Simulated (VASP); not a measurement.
# Ga3BAs2 (Immm) in VASP: a series of runs, part 2 of 2

VASP 6.6.1. Earlier steps stand in the parts before.

### 5 Relaxation of cell and atoms, PBE

This run uses another cell than the first one, of 19.87 Å³/atom.

The input, INCAR:

```
SYSTEM = Ga3BAs2
ALGO = Normal ; EDIFF = 1E-6
EDIFFG = -0.04 ; ENCUT = 600
GGA = PE ; IBRION = 2
ISIF = 3 ; ISMEAR = 0
LASPH = .True. ; LCHARG = .False.
LREAL = .False. ; LWAVE = .False.
NELM = 60 ; NSW = 90
PREC = Accurate ; SIGMA = 0.1
```

The input, KPOINTS:

```
k-points
0
Gamma
  4 4 4
  0 0 0
```

The input, POSCAR:

```
Ga3BAs2
1.0
   -2.6284216000      3.2555453700      3.4836617200
    2.6284216000     -3.2555453700      3.4836617200
    2.6284216000      3.2555453700     -3.4836617200
Ga B As
3 1 2
Direct
    0.7681473100      0.5000000000      0.2681473100
    0.2318526900      0.5000000000      0.7318526900
    0.0000000000      0.0000000000      0.0000000000
    0.5000000000      0.5000000000      0.0000000000
    0.2091743100      0.7091743100      0.5000000000
    0.7908256900      0.2908256900      0.5000000000
```

Potentials or basis: VASP PAW PBE potentials, release 64 (Ga_d, B, As).

Started as:

```sh
> cat potpaw_PBE.64/Ga_d/POTCAR potpaw_PBE.64/B/POTCAR potpaw_PBE.64/As/POTCAR > POTCAR
> mpirun -np 1 vasp_std > vasp.out
```

OUTCAR:

```text
SYSTEM = Ga3BAs2
   EDIFF = 1E-6
   EDIFFG = -0.04
   ENCUT = 600
   GGA = PE
   IBRION = 2
   ISIF = 3
   ISMEAR = 0
   LASPH = .True.
   LREAL = .False.
   NELM = 60
   NSW = 90
   PREC = Accurate

 ion  position               nearest neighbor table
   1  0.768  0.500  0.268-   4 1.75   6 2.10   5 2.10
   2  0.232  0.500  0.732-   4 1.75   5 2.10   6 2.10
   3  0.000  0.000  0.000-
   4  0.500  0.500  0.000-   1 1.75   2 1.75
   5  0.209  0.709  0.500-   2 2.10   1 2.10   6 2.91
   6  0.791  0.291  0.500-   1 2.10   2 2.10   5 2.91

  LATTYP: Found a body centered orthorhombic cell.
 ALAT       =     5.2568432000
 B/A-ratio  =     1.2385932949
 C/A-ratio  =     1.3253816359

  Lattice vectors:

 A1 = (  -2.6284216000,   3.2555453700,   3.4836617200)
 A2 = (   2.6284216000,  -3.2555453700,   3.4836617200)
 A3 = (   2.6284216000,   3.2555453700,  -3.4836617200)

Analysis of symmetry for initial positions (statically):
=====================================================================
 Subroutine PRICEL returns:
 Original cell was already a primitive cell.

 Routine SETGRP: Setting up the symmetry group for a
 body centered orthorhombic supercell.

 Subroutine GETGRP returns: Found  8 space group operations
 (whereof  8 operations were pure point group operations)
 out of a pool of  8 trial point group operations.

The static configuration has the point symmetry D_2h.

Analysis of symmetry for dynamics (positions and initial velocities):
=====================================================================
 Subroutine PRICEL returns:
 Original cell was already a primitive cell.

 Routine SETGRP: Setting up the symmetry group for a
 body centered orthorhombic supercell.

 Subroutine GETGRP returns: Found  8 space group operations
 (whereof  8 operations were pure point group operations)
 out of a pool of  8 trial point group operations.

The dynamic configuration has the point symmetry D_2h.

 Subroutine INISYM returns: Found  8 space group operations
 (whereof  8 operations are pure point group operations),
 and found     1 'primitive' translations

[... 95 lines left out ...]
   EDIFF  = 0.1E-05   stopping-criterion for ELM
   LREAL  =      F    real-space projection
   EDIFFG = -.4E-01   stopping-criterion for IOM
   NSW    =     90    number of steps for IOM
   IBRION =      2    ionic relax: 0-MD 1-quasi-New 2-CG
   NFREE  =      1    steps in history (QN), initial steepest desc. (CG)
   ISIF   =      3    stress and relaxation
   ISYM   =      2    0-nonsym 1-usesym 2-fastsym
   POTIM  = 0.5000    time-step for ionic-motion
   TEBEG  =    0.0;   TEEND  =   0.0 temperature during run
   PSTRESS=    0.0 pullay stress
   NELECT =      52.0000    total number of electrons
   NUPDOWN=      -1.0000    fix difference up-down
   EMIN   =  10.00;   EMAX   =-10.00  energy-range for DOS
   EFERMI =   0.00;   METHOD = LEGACY
   ISMEAR =     0;   SIGMA  =   0.10  broadening in eV -4-tet -1-fermi 0-gaus
   EFERMI_NEDOS =   21; number of points for ismear=-14 and -15
   IALGO  =     38    algorithm
   IMIX   =      4    mixing-type and parameters
     AMIX     =   0.40;   BMIX     =  1.00
     AMIX_MAG =   1.60;   BMIX_MAG =  1.00
  volume/ion in A,a.u.               =      19.87       134.11
  Fermi-wavevector in a.u.,A,eV,Ry     =   1.241474  2.346046 20.970091  1.541258
  Thomas-Fermi vector in A             =   2.375870
   LORBIT       =      0    0 simple, 1 ext, 2 COOP (PROOUT), +10 PAW based schemes
   GGA     = PE    functional components
   LHFCALC =     F    Hartree Fock is set to
   AEXX    =    0.0000 exact exchange contribution
   IVDW    =     0    specifies the selected vdW correction
   LEPSILON=     F    determine dielectric tensor
   LRPA    =     F    only Hartree local field effects (RPA)
 conjugate gradient relaxation of ions
 non-spin polarized calculation
 Gauss-broadening in eV      SIGMA  =   0.10
  energy-cutoff  :      600.00
  volume of cell :      119.24
 maximum number of plane-waves:      3994
 NGX is ok and might be reduce to    48
   NGX = 21   NGY = 21   NGZ = 21

--------------------------------------- Ionic step        1  -------------------------------------------

 number of electron      51.9999997 magnetization

 Free energy of the ion-electron system (eV)
  ---------------------------------------------------
  ext. energy  EPLUGINS =         0.00000000
  ---------------------------------------------------
  free energy    TOTEN  =       -16.62450432 eV

  energy without entropy =      -16.60479985  energy(sigma->0) =      -16.61465208

 E-fermi :   4.1280     XC(G=0):  -9.8576

 val. band max:        4.1192777124   @ k =  -0.2500   0.2500   0.2500
 cond. band min:       4.1460686138   @ k =   0.2500   0.2500   0.0000
 fundamental gap:      0.0267909014
 Fermi energy:         4.1279764229
[... 1345 lines left out ...]
     30       6.4432      0.00000
     31       6.7352      0.00000

[... ionic steps 4 to 26 ...]

--------------------------------------- Ionic step       27  -------------------------------------------

 number of electron      51.9999996 magnetization

------------------------ aborting loop because EDIFF is reached ----------------------------------------
[... 75 lines left out ...]
--------------------------------------- Ionic step       29  -------------------------------------------

 number of electron      51.9999997 magnetization

 Free energy of the ion-electron system (eV)
  ---------------------------------------------------
  ext. energy  EPLUGINS =         0.00000000
  ---------------------------------------------------
  free energy    TOTEN  =       -22.52158680 eV

  energy without entropy =      -22.51164598  energy(sigma->0) =      -22.51661639

 E-fermi :   5.3151     XC(G=0): -10.5972

 val. band max:        5.2903991332   @ k =  -0.2500  -0.2500   0.2500
 cond. band min:       5.3380271858   @ k =   0.5000   0.2500  -0.0000
 fundamental gap:      0.0476280526
 Fermi energy:         5.3151113832
[... 643 lines left out ...]
  FREE ENERGIE OF THE ION-ELECTRON SYSTEM (eV)
  ---------------------------------------------------
  free  energy   TOTEN  =       -22.5215868003 eV

  energy  without entropy=      -22.5116459816  energy(sigma->0) =      -22.51661639

 reached required accuracy - stopping structural energy minimisation
```

CONTCAR:

```text
Ga3BAs2
   1.00000000000000
    -1.8418869741542025    3.9500298377697276    3.7003880939968901
     1.8418869741542025   -3.9500298377697276    3.7003880939968901
     1.8418869741542025    3.9500298377697276   -3.7003880939968901
  Ga              B               As
     3     1     2
Direct
     0.7664493671982254    0.5000000000000000    0.2664493671982257
     0.2335506328017744    0.5000000000000000    0.7335506328017746
     0.0000000000000000    0.0000000000000000    0.0000000000000000
     0.5000000000000000    0.5000000000000000    0.0000000000000000
     0.2854945492764014    0.7854945492764014    0.5000000000000000
     0.7145054507235986    0.2145054507235986    0.5000000000000000

  0.00000000E+00  0.00000000E+00  0.00000000E+00
  0.00000000E+00  0.00000000E+00  0.00000000E+00
  0.00000000E+00  0.00000000E+00  0.00000000E+00
  0.00000000E+00  0.00000000E+00  0.00000000E+00
  0.00000000E+00  0.00000000E+00  0.00000000E+00
  0.00000000E+00  0.00000000E+00  0.00000000E+00
```

Run time: 24 min. Hardware: 1 thread of AMD EPYC 9R45 (Zen 5), shared host; peak memory 0.36 GiB.

What came out:

| Property | Result |
| --- | --- |
| Free energy | -22.5216 eV |
| Relaxed volume | 17.95 Å³/atom |
| Relaxed cell | a = 5.717 Å, b = 5.717 Å, c = 5.717 Å, α = 142.41°, β = 92.60°, γ = 99.34° |
| Space group after relaxing (to 0.1 Å) | Immm (No. 71) |
| Energy gained by relaxing | 982.8 meV/atom |
| Ionic steps | 29 |
| Pressure after relaxing | 0.0 GPa |
| Largest force after relaxing | 0.024 eV/Å |
| Band gap on the k mesh | zero (bands 26 and 27 overlap by 2.49 eV) |

Forces in eV/Å, atoms in the order of the input:
```
Ga   0.000  0.022  0.000
Ga   0.000 -0.022  0.000
Ga   0.000  0.000  0.000
B    0.000  0.000  0.000
As   0.000  0.000  0.024
As   0.000  0.000 -0.024
```

Step by step:
```tsv
step	energy change (eV)	largest force (eV/Å)	pressure (GPa)	volume (Å³)
1	0.0000	7.5136	28.35	119.24
2	-1.9950	0.4945	-9.29	185.78
3	-4.2692	1.6076	-3.64	147.54
4	-4.2826	1.6211	-3.10	146.40
5	-4.2888	1.6320	-2.47	145.13
6	-4.6439	0.9300	-3.44	139.66
7	-4.7113	1.4442	-3.49	135.70
8	-5.0150	1.5315	-2.89	128.33
9	-5.5063	1.5744	3.84	107.29
10	-5.7651	0.3409	2.42	106.38
11	-5.7859	0.0802	2.26	106.09
12	-5.7787	0.3765	2.50	105.48
13	-5.7905	0.1250	2.35	105.84
14	-5.8246	0.1050	-0.14	109.15
15	-5.8247	0.1024	-0.51	109.54
16	-5.8248	0.1031	-0.41	109.40
17	-5.8321	0.0938	-0.29	109.24
18	-5.8464	0.1863	-0.14	108.72
19	-5.8625	0.4387	0.23	107.53
20	-5.8635	0.2665	-0.26	108.28
21	-5.8702	0.3259	0.01	107.92
22	-5.8751	0.3302	0.01	107.80
23	-5.8767	0.3336	0.08	107.67
24	-5.8824	0.2825	0.04	107.71
25	-5.8912	0.1255	0.02	107.82
26	-5.8915	0.1322	-0.03	107.84
27	-5.8938	0.1022	-0.02	107.82
28	-5.8962	0.0456	-0.06	107.79
29	-5.8971	0.0237	0.02	107.69
```

Final structure:
```
Ga B As
1.0
    -1.84189    3.95003    3.70039
     1.84189   -3.95003    3.70039
     1.84189    3.95003   -3.70039
Ga B As
3 1 2
Direct
  0.76645 0.50000 0.26645
  0.23355 0.50000 0.73355
  0.00000 0.00000 0.00000
  0.50000 0.50000 0.00000
  0.28549 0.78549 0.50000
  0.71451 0.21451 0.50000
```

Levels at points of the mesh, in eV from the Fermi level:
| k point | band 24 | band 25 | band 26 | band 27 | band 28 | band 29 |
| --- | --- | --- | --- | --- | --- | --- |
| (0.00, 0.00, 0.00) | -2.39 | -0.29 | 0.17 | 0.48 | 1.41 | 1.83 |
| (0.50, 0.00, 0.00) | -0.95 | -0.73 | -0.33 | 0.30 | 2.71 | 3.07 |
| (0.00, 0.50, 0.00) | -2.78 | -1.59 | -1.58 | -0.16 | 1.30 | 1.78 |
| (0.50, 0.50, 0.00) | -1.53 | -1.48 | -0.42 | -0.39 | 0.23 | 1.62 |
| (0.50, 0.50, 0.50) | -0.56 | -0.22 | 0.49 | 1.38 | 1.43 | 1.53 |

Caveat: the k points lie up to 0.47 Å⁻¹ apart in the final cell, too coarse for converged energies and pressures of a metal.

### 6 Relaxation of cell and atoms, PBE

The input, INCAR:

```
  PREC = Accurate
  ENCUT = 600
  EDIFF = 1E-6
  ISMEAR = 0
  SIGMA = 0.1
  LREAL = F
  LASPH = T
  NELM = 100
  ALGO = Normal
  ISIF = 3
  LWAVE = F
  LCHARG = F
  GGA = PE
  IBRION = 2
  NSW = 90
  EDIFFG = -0.04
```

The input, KPOINTS:

```
Automatic mesh
0
Gamma
  6 6 6
```

The input, POSCAR:

```
Ga3BAs2
1.0
   -1.8390300182      3.7018581006      3.9453441887
    1.8390300182     -3.7018581006      3.9453441887
    1.8390300182      3.7018581006     -3.9453441887
Ga B As
3 1 2
Direct
    0.7669857516      0.2669857516      0.5000000000
    0.2330142484      0.7330142484      0.5000000000
    0.0000000000      0.0000000000      0.0000000000
    0.5000000000      0.0000000000      0.5000000000
    0.7139717616      0.5000000000      0.2139717616
    0.2860282384      0.5000000000      0.7860282384
```

Potentials or basis: VASP PAW PBE potentials, release 64 (Ga_d, B, As).

Started as:

```sh
> cat potpaw_PBE.64/Ga_d/POTCAR potpaw_PBE.64/B/POTCAR potpaw_PBE.64/As/POTCAR > POTCAR
> mpirun -np 1 vasp_std > vasp.out
```

Wall time 12 min (1 thread of AMD EPYC 9R45 (Zen 5), shared host); peak memory 0.41 GiB.

The run converged. Its results:

```yaml
Free_energy: -22.4582 eV
Relaxed_volume: 18.15 Å³/atom
Relaxed_cell: a = 5.745 Å, b = 5.745 Å, c = 5.745 Å, α = 142.44°, β = 100.92°, γ = 91.02°
Space_group_after_relaxing_to_0.1_Å: Immm (No. 71)
Energy_gained_by_relaxing: 2.7 meV/atom
Ionic_steps: 7
Pressure_after_relaxing: 0.0 GPa
Largest_force_after_relaxing: 0.027 eV/Å
Band_gap_on_the_k_mesh: zero (bands 26 and 27 overlap by 2.30 eV)
```

Forces on the atoms (eV/Å):
```
Ga   0.000  0.000 -0.027
Ga   0.000  0.000  0.027
Ga   0.000  0.000  0.000
B    0.000  0.000  0.000
As   0.000 -0.027  0.000
As   0.000  0.027  0.000
```

Stress tensor (GPa, compression positive):
```
-0.17  0.00  0.00
 0.00  0.02  0.00
 0.00  0.00  0.13
```

Step by step:
```csv
step,energy change (eV),largest force (eV/Å),pressure (GPa),volume (Å³)
1,0.0000,0.1915,0.74,107.44
2,-0.0070,0.1348,-0.10,108.72
3,-0.0077,0.1109,-0.42,109.29
4,-0.0119,0.0647,-0.28,109.06
5,-0.0152,0.0835,0.04,108.65
6,-0.0152,0.0848,0.14,108.61
7,-0.0161,0.0273,-0.01,108.90
```

Final structure:
```cif
data_structure
_symmetry_space_group_name_H-M 'P 1'
_symmetry_Int_Tables_number 1
_cell_length_a 5.7446
_cell_length_b 5.7446
_cell_length_c 5.7446
_cell_angle_alpha 142.445
_cell_angle_beta 100.924
_cell_angle_gamma 91.015
_cell_volume 108.90
loop_
_atom_site_label
_atom_site_type_symbol
_atom_site_fract_x
_atom_site_fract_y
_atom_site_fract_z
_atom_site_occupancy
Ga1 Ga 0.76527 0.26527 0.50000 1
Ga2 Ga 0.23473 0.73473 0.50000 1
Ga3 Ga 0.00000 0.00000 0.00000 1
B1 B 0.50000 0.00000 0.50000 1
As1 As 0.71998 0.50000 0.21998 1
As2 As 0.28002 0.50000 0.78002 1
```

Levels at points of the mesh, in eV from the Fermi level:
| k point | band 24 | band 25 | band 26 | band 27 | band 28 | band 29 |
| --- | --- | --- | --- | --- | --- | --- |
| (0.00, 0.00, 0.00) | -2.40 | -0.59 | 0.08 | 0.39 | 1.54 | 1.83 |
| (0.50, 0.00, 0.00) | -1.14 | -0.71 | -0.29 | 0.24 | 2.34 | 3.19 |
| (0.00, 0.50, 0.00) | -1.62 | -1.57 | -0.43 | -0.34 | 0.47 | 1.66 |
| (0.50, 0.50, 0.00) | -2.67 | -1.75 | -1.73 | -0.29 | 0.94 | 1.83 |
| (0.50, 0.50, 0.50) | -0.77 | -0.39 | 0.38 | 1.20 | 1.43 | 1.51 |

### 7 Overview

| task | cell | k mesh | cutoff (eV) | gap on the mesh (eV) | pressure (GPa) | relaxed volume (Å³/atom) | largest force (eV/Å) |
| --- | --- | --- | --- | --- | --- | --- | --- |
| single point | a = 5.714 Å, angles 142.5, 92.7, 99.2°, 6 atoms, atomic positions A | 4 × 4 × 4 | 520 | none | 0.2 | - | 0.01 |
| single point | a = 5.445 Å, angles 122.3, 106.6, 100.4°, 6 atoms, atomic positions B | 4 × 4 × 4 | 520 | none | 28.4 | - | 7.51 |
| single point | a = 5.720 Å, angles 142.2, 100.7, 91.4°, 6 atoms, atomic positions C | 6 × 6 × 6 | 520 | none | 0.4 | - | 0.02 |
| relaxation of cell and atoms | relaxed from a = 5.445 Å, angles 122.3, 106.6, 100.4°, 6 atoms, atomic positions B | 4 × 4 × 4 | 600 | none | 0.0 | 17.95 | 0.02 |
| relaxation of cell and atoms | relaxed from a = 5.714 Å, angles 142.5, 99.2, 92.7°, 6 atoms, atomic positions D | 6 × 6 × 6 | 600 | none | 0.0 | 18.15 | 0.03 |

Alike in all rows: level PBE; potentials or basis VASP PAW PBE potentials, release 64 (Ga_d, B, As); no spin polarisation; smearing gaussian 0.1 eV.

Caveats: some runs use coarse meshes; forces of over 1 eV/Å act on the atoms, so gaps and moduli don't describe the material at rest (at least some runs).

Total energies depend on the potentials used, so only differences within one code and one set of settings carry meaning.

The gap in the log of VASP goes by the Fermi energy; the results here count the filled bands.